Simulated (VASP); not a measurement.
# Nb (Im-3m) in VASP: a series of runs

Runs on Nb. Level: PBEsol. Tasks: single point, relaxation of cell and atoms.

Program: VASP 6.6.1. These are calculated values, not measurements. Logs are shortened: lines on timing, memory, paths and dates and some standing lists are left out, and cuts for length are marked.

## (1) The cell of the first run

Symmetry: Im-3m, No. 229, cubic system. The conventional cell has a = 3.268 Å, b = 3.268 Å, c = 3.268 Å, α = 90.00°, β = 90.00°, γ = 90.00°. Within 3.7 Å of Nb (site symmetry m-3m) lie 14 Nb at 2.83 to 3.27 Å.

## (2) Single point, PBEsol

Input file INCAR:

```
SYSTEM = Nb
PREC = Accurate ; ENCUT = 520
EDIFF = 1E-6 ; ISMEAR = 1
SIGMA = 0.05 ; LREAL = .FALSE.
LASPH = .TRUE. ; NELM = 60
ALGO = Normal ; ISIF = 2
LWAVE = .FALSE. ; LCHARG = .FALSE.
GGA = PS ; NBANDS = 12
```

Input file KPOINTS:

```
Automatic mesh
0
G
  9 9 9
  0 0 0
```

Input file POSCAR:

```
Nb
1.0
    2.8303883400     -0.0000000157     -0.0000000271
   -0.9434627652      2.6685157233     -0.0000000271
   -0.9434627652     -1.3342578225      2.3110024294
Nb
1
Direct
    0.0000000000      0.0000000000      0.0000000000
```

Potentials or basis: VASP PAW PBE potentials, release 64 (Nb_sv).

Launch:

```bash
$ cat potpaw_PBE.64/Nb_sv/POTCAR > POTCAR
$ mpirun -np 1 vasp_std > vasp.out
```

OUTCAR:

```text
SYSTEM = Nb
   PREC = Accurate
   ENCUT = 520
   EDIFF = 1E-6
   ISMEAR = 1
   LREAL = .FALSE.
   LASPH = .TRUE.
   NELM = 60
   ISIF = 2
   GGA = PS

 ion  position               nearest neighbor table
   1  0.000  0.000  0.000-

  LATTYP: Found a body centered cubic cell.
 ALAT       =     3.2682509400

  Lattice vectors:

 A1 = (   2.8303883400,  -0.0000000157,  -0.0000000271)
 A2 = (  -0.9434627652,   2.6685157233,  -0.0000000271)
 A3 = (  -0.9434627652,  -1.3342578225,   2.3110024294)

Analysis of symmetry for initial positions (statically):
=====================================================================
 Subroutine PRICEL returns:
 Original cell was already a primitive cell.

 Routine SETGRP: Setting up the symmetry group for a
 body centered cubic supercell.

 Subroutine GETGRP returns: Found 48 space group operations
 (whereof 48 operations were pure point group operations)
 out of a pool of 48 trial point group operations.

The static configuration has the point symmetry O_h .

Analysis of symmetry for dynamics (positions and initial velocities):
=====================================================================
 Subroutine PRICEL returns:
 Original cell was already a primitive cell.

 Routine SETGRP: Setting up the symmetry group for a
 body centered cubic supercell.

 Subroutine GETGRP returns: Found 48 space group operations
 (whereof 48 operations were pure point group operations)
 out of a pool of 48 trial point group operations.

The dynamic configuration has the point symmetry O_h .

 Subroutine INISYM returns: Found 48 space group operations
 (whereof 48 operations are pure point group operations),
 and found     1 'primitive' translations

----------------------------------------------------------------------------------------

                                     Primitive cell

  volume of cell :      17.4549

  direct lattice vectors                    reciprocal lattice vectors
     2.830388340 -0.000000016 -0.000000027     0.353308411  0.124913387  0.216356326
    -0.943462765  2.668515723 -0.000000027     0.000000004  0.374740160  0.216356326
    -0.943462765 -1.334257822  2.311002429     0.000000004  0.000000006  0.432712661

  length of vectors
     2.830388340  2.830388340  2.830388340     0.432712661  0.432712661  0.432712661

  position of ions in fractional coordinates (direct lattice)
     0.000000000  0.000000000  0.000000000

  ion indices of the primitive-cell ions
   primitive index   ion index
                 1           1

----------------------------------------------------------------------------------------

 KPOINTS: Automatic mesh

Automatic generation of k-mesh.
 Grid dimensions read from file:
 generate k-points for:    9    9    9

 Generating k-lattice:

  Cartesian coordinates                     Fractional coordinates (reciprocal lattice)
     0.039256490  0.013879265  0.024039592     0.111111111  0.000000000  0.000000000
     0.000000000  0.041637796  0.024039592     0.000000000  0.111111111 -0.000000000
     0.000000000  0.000000001  0.048079185     0.000000000  0.000000000  0.111111111

  Length of vectors
     0.048079185  0.048079185  0.048079185

  Shift w.r.t. Gamma in fractional coordinates (k-lattice)
     0.000000000  0.000000000  0.000000000

 Subroutine IBZKPT returns following result:
 ===========================================

 Found     35 irreducible k-points:

 Following reciprocal coordinates:
            Coordinates               Weight
  0.000000  0.000000  0.000000      1.000000
  0.111111 -0.000000 -0.000000     12.000000
  0.222222  0.000000  0.000000     12.000000
  0.333333  0.000000  0.000000     12.000000
  0.444444  0.000000  0.000000     12.000000
  0.111111  0.111111  0.000000     24.000000
[... 16 lines left out ...]
 -0.333333  0.444444  0.111111     48.000000
 -0.444444 -0.444444  0.111111     24.000000
 [... further k-points ...]
   k-points           NKPTS =     35   k-points in BZ     NKDIM =     35   number of bands    NBANDS=     12
   number of dos      NEDOS =    301   number of ions     NIONS =      1
   total plane-waves  NPLWV =  13824
   dimension x,y,z NGX =    24 NGY =   24 NGZ =   24
   dimension x,y,z NGXF=    48 NGYF=   48 NGZF=   48
   ions per type =               1
   NGX,Y,Z   is equivalent  to a cutoff of  14.10, 14.10, 14.10 a.u.
   NGXF,Y,Z  is equivalent  to a cutoff of  28.19, 28.19, 28.19 a.u.
 SYSTEM =  Nb
   PREC   = accura    normal or accurate (medium, high low for compatibility)
   ISTART =      0    job   : 0-new  1-cont  2-samecut
   ICHARG =      2    charge: 1-file 2-atom 10-const
   ISPIN  =      1    spin polarized calculation?
   LNONCOLLINEAR =      F non collinear calculations
   LSORBIT =      F    spin-orbit coupling
   LASPH  =      T    aspherical Exc in radial PAW
   ENCUT  =  520.0 eV  38.22 Ry    6.18 a.u.   5.26  5.26  5.26*2*pi/ulx,y,z
   NELM   =     60;   NELMIN=  2; NELMDL= -5     # of ELM steps
   EDIFF  = 0.1E-05   stopping-criterion for ELM
   LREAL  =      F    real-space projection
   EDIFFG = 0.1E-04   stopping-criterion for IOM
   NSW    =      0    number of steps for IOM
   IBRION =     -1    ionic relax: 0-MD 1-quasi-New 2-CG
   NFREE  =      0    steps in history (QN), initial steepest desc. (CG)
   ISIF   =      2    stress and relaxation
   ISYM   =      2    0-nonsym 1-usesym 2-fastsym
   POTIM  = 0.5000    time-step for ionic-motion
   TEBEG  =    0.0;   TEEND  =   0.0 temperature during run
   PSTRESS=    0.0 pullay stress
   NELECT =      13.0000    total number of electrons
   NUPDOWN=      -1.0000    fix difference up-down
   EMIN   =  10.00;   EMAX   =-10.00  energy-range for DOS
   EFERMI =   0.00;   METHOD = LEGACY
   ISMEAR =     1;   SIGMA  =   0.05  broadening in eV -4-tet -1-fermi 0-gaus
   EFERMI_NEDOS =   21; number of points for ismear=-14 and -15
   IALGO  =     38    algorithm
   IMIX   =      4    mixing-type and parameters
     AMIX     =   0.40;   BMIX     =  1.00
     AMIX_MAG =   1.60;   BMIX_MAG =  1.00
  volume/ion in A,a.u.               =      17.45       117.79
  Fermi-wavevector in a.u.,A,eV,Ry     =   1.483943  2.804246 29.961210  2.202087
  Thomas-Fermi vector in A             =   2.597542
   LORBIT       =      0    0 simple, 1 ext, 2 COOP (PROOUT), +10 PAW based schemes
   GGA     = PS    functional components
   LHFCALC =     F    Hartree Fock is set to
   AEXX    =    0.0000 exact exchange contribution
   IVDW    =     0    specifies the selected vdW correction
   LEPSILON=     F    determine dielectric tensor
   LRPA    =     F    only Hartree local field effects (RPA)
 non-spin polarized calculation
 Methfessel and Paxton  Order N= 1 SIGMA  =   0.05
  energy-cutoff  :      520.00
  volume of cell :       17.45
 maximum number of plane-waves:       479
 NGX is ok and might be reduce to    24
   NGX = 11   NGY = 11   NGZ = 11

 number of electron      13.0000001 magnetization

 Free energy of the ion-electron system (eV)
  ---------------------------------------------------
  ext. energy  EPLUGINS =         0.00000000
  ---------------------------------------------------
  free energy    TOTEN  =       -10.96221533 eV

  energy without entropy =      -10.96138313  energy(sigma->0) =      -10.96193793

 E-fermi :  11.4956     XC(G=0): -12.7919

 val. band max:       11.4694279874   @ k =  -0.2222   0.3333   0.1111
 cond. band min:      11.5084430376   @ k =   0.3333   0.2222  -0.0000
 fundamental gap:      0.0390150502
 Fermi energy:        11.4956034765

 k-point     1 :       0.0000    0.0000    0.0000
  band No.  band energies     occupation
      1     -42.7344      2.00000
      2     -17.9790      2.00000
      3     -17.9790      2.00000
      4     -17.9790      2.00000
      5       5.4602      2.00000
      6      11.8485     -0.00000
      7      11.8485     -0.00000
      8      11.8485     -0.00000
      9      14.8646      0.00000
     10      14.8646      0.00000
     11      25.7852      0.00000
     12      25.7852      0.00000

 k-point     2 :       0.1111   -0.0000   -0.0000
  band No.  band energies     occupation
      1     -42.7023      2.00000
      2     -18.1694      2.00000
      3     -18.0365      2.00000
      4     -17.9808      2.00000
      5       5.9750      2.00000
      6      11.5343      0.03389
      7      11.7478     -0.00000
      8      12.3548     -0.00000
      9      14.4498      0.00000
     10      14.8697      0.00000
     11      26.1808      0.00000
     12      26.6846      0.00000

 k-point     3 :       0.2222    0.0000    0.0000
  band No.  band energies     occupation
      1     -42.6200      2.00000
      2     -18.6333      2.00000
      3     -18.1794      2.00000
      4     -17.9854      2.00000
      5       7.1691      2.00000
      6      10.8382      2.00000
      7      11.3929      2.01341
      8      13.7951      0.00000
      9      14.2588      0.00000
     10      14.9688      0.00000
     11      26.2945      0.00000
     12      28.0504      0.00000
[... 286 lines left out ...]
 k-point    23 :      -0.3333    0.4444    0.1111
  band No.  band energies     occupation
      1     -42.4353      2.00000
      2     -19.2191      2.00000
      3     -18.6112      2.00000
      4     -18.2188      2.00000
      5       8.8218      2.00000
      6      10.2344      2.00000
      7      11.2672      2.00000
      8      13.7251      0.00000
      9      16.0587      0.00000
     10      18.1620      0.00000
     11      24.4779      0.00000
     12      26.9154      0.00000

 k-point    24 :      -0.4444   -0.4444    0.1111
  band No.  band energies     occupation
      1     -42.4058      2.00000
      2     -19.3308      2.00000
      3     -18.6874      2.00000
      4     -18.2180      2.00000
      5       8.6207      2.00000
      6      10.5785      2.00000
      7      11.0204      2.00000
      8      13.8466      0.00000
      9      16.8662      0.00000
     10      19.8440      0.00000
     11      23.1233      0.00000
     12      25.7245      0.00000

 [... further k-points ...]
[... 5 lines left out ...]
  --------------------------------------------------------------------------------------
  -------------------------------------------------------------------------------------
  Total       -0.0320912     -0.0320912     -0.0320912      0.0000000     -0.0000000     -0.0000000
  in kB       -2.9456481     -2.9456481     -2.9456481      0.0000000     -0.0000000     -0.0000000
  external PRESSURE =      -2.9456481 kB  Pullay stress =       0.0000000 kB

 VOLUME and BASIS-vectors are now :
 -----------------------------------------------------------------------------
  energy-cutoff  :      520.00
  volume of cell :       17.45
      direct lattice vectors                 reciprocal lattice vectors
     2.830388340 -0.000000016 -0.000000027     0.353308411  0.124913387  0.216356326
    -0.943462765  2.668515723 -0.000000027     0.000000004  0.374740160  0.216356326
    -0.943462765 -1.334257822  2.311002429     0.000000004  0.000000006  0.432712661

 POSITION                                       TOTAL-FORCE (eV/Angst)
 -----------------------------------------------------------------------------------
      0.00000      0.00000      0.00000         0.000000      0.000000      0.000000
 -----------------------------------------------------------------------------------
    total drift:                                0.000000     -0.000000      0.000000

  FREE ENERGIE OF THE ION-ELECTRON SYSTEM (eV)
  ---------------------------------------------------
  free  energy   TOTEN  =       -10.9622153286 eV

  energy  without entropy=      -10.9613831292  energy(sigma->0) =      -10.96193793
```

Run time: 4.5 s. Hardware: 1 thread of Intel Xeon Platinum 8488C (Sapphire Rapids), shared host; peak memory 0.14 GiB.

Results:

```
Free energy : -10.9622 eV
Pressure    : -0.3 GPa
```

Caveat: the PAW data sets were made with another functional, which shifts forces and pressure a little.

(Part 1 of 2 ends here.)
